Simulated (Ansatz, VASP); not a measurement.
# Two plane-wave programs on CdHg2S3

```
Cd Hg S
1.0
     3.49045    2.01521    3.33176
    -3.49045    2.01521    3.33176
     0.00000   -4.03042    3.33176
Cd Hg S
1 2 3
Direct
  0.00000 0.00000 0.00000
  0.63914 0.63914 0.63914
  0.36086 0.36086 0.36086
  0.00000 0.50000 0.00000
  0.50000 0.00000 0.00000
  0.00000 0.00000 0.50000
```

Change from the starting cell: species swapped into the Zr2VCo3 type (R-3m, No. 166).

Alike in both runs: task relaxation of cell and atoms; functional PBE; k mesh 6 × 6 × 6; occupations gaussian, width 0.1 eV; no spin polarisation.

|  | VASP | Ansatz |
| --- | --- | --- |
| version | VASP 6.6.1 | Ansatz 0.2.0 |
| potentials or method | VASP PAW PBE potentials, release 64 (Cd, Hg, S), cutoff 600 eV | scalar-relativistic, plane waves, PAW |
| valence electrons in the cell | 54 | 78 |

Ansatz gave:

* gap on the k mesh at the Fermi level, each at its own relaxed structure (eV): none
* relaxed volume (Å³/atom): 23.69
* relaxed cell length with the largest relative difference (Å): 5.237

Problem. Estimate VASP's values.

Solution. gap on the k mesh at the Fermi level, each at its own relaxed structure (eV): none; relaxed volume (Å³/atom): 23.84; relaxed cell length with the largest relative difference (Å): 5.249.

A gap of «none» marks a metal or a gap that the smearing closes. VASP's potentials hold 54 valence electrons a cell and Ansatz's 78, so a difference there can come from the potentials and not from the codes.

Spin-orbit coupling is off throughout.
